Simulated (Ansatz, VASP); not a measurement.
# LiCl in VASP and in Ansatz

```
Li Cl
1.0
    -5.40752   -3.12836   -1.26024
     5.39059   -3.11379   -1.22469
     0.02425    0.00226    7.44841
Li Cl
6 6
Direct
  0.00022 0.61225 0.39957
  0.99898 0.61176 0.89925
  0.61273 0.00134 0.40072
  0.61168 0.00061 0.90110
  0.38894 0.38957 0.09448
  0.38677 0.38723 0.59304
  0.63707 0.63652 0.41434
  0.63552 0.63516 0.91342
  0.36433 0.00010 0.09563
  0.36338 0.99887 0.59515
  0.00085 0.36367 0.09681
  0.99952 0.36290 0.59650
```

Change from the starting cell: cell x2, atoms moved at random (sigma 0.1 Å) and cell strained at random (1.5 %), then relaxed without symmetry.

Alike in both runs: functional PBE; k mesh 4 × 4 × 2; occupations gaussian, width 0.1 eV; no spin polarisation.

Ansatz relaxed the structure, and its values are those at the end. VASP's run is a single point on that final structure, the one shown.

|  | VASP | Ansatz |
| --- | --- | --- |
| version | VASP 6.6.1 | Ansatz 0.2.0 |
| potentials or method | VASP PAW PBE potentials, release 64 (Li_sv, Cl), cutoff 520 eV | scalar-relativistic, plane waves, PAW |
| valence electrons in the cell | 60 | 60 |

```tsv
	VASP	Ansatz	Ansatz less VASP
gap on the k mesh at the Fermi level (eV)	5.72	5.71	-0.007
least direct gap on the mesh (eV)	5.72	5.71	-0.007
rms of the force components (eV/Å)	0.008	0.008	0.0000
```

With one functional, cell and mesh, what is left measures potentials, basis and numerics.

The k mesh is coarse, so the values compare programs but aren't converged. Noted on VASP's run: the cutoff is under 1.25 times that of the potentials, so the pressure is a little rough.
